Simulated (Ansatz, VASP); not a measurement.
Two plane-wave programs on InSb3

```
In Sb
1.0
     0.00000    3.66207    3.66207
     3.66207    0.00000    3.66207
     3.66207    3.66207    0.00000
In Sb
1 3
Direct
  0.00000 0.00000 0.00000
  0.25000 0.25000 0.25000
  0.75000 0.75000 0.75000
  0.47635 0.47635 0.47635
```

Alike in both runs: task single point; functional PBEsol; dispersion D3(BJ); k mesh 12 × 12 × 12; occupations gaussian, width 0.15 eV; no spin polarisation.

```csv
,VASP,Ansatz
version,VASP 6.6.1,Ansatz 0.2.0
potentials or method,"VASP PAW PBE potentials, release 64 (In_d, Sb), cutoff 520 eV","scalar-relativistic, plane waves, PAW"
valence electrons in the cell,28,58
```

```tsv
	VASP	Ansatz	Ansatz less VASP
gap on the k mesh at the Fermi level (eV)	none	none	-
pressure (GPa)	1.6	1.5	-0.08
traceless stress, the component that is largest in VASP (GPa)	0.58	0.55	-0.025
rms of the force components (eV/Å)	0.383	0.370	-0.0130
```

VASP's potentials were made for PBE, not for PBEsol. Atom by atom the forces differ by 0.014 eV/Å (rms over components). A gap of «none» marks a metal or a gap that the smearing closes. VASP's potentials hold 28 valence electrons a cell and Ansatz's 58, so a difference there can come from the potentials and not from the codes.

Spin-orbit coupling is off throughout.
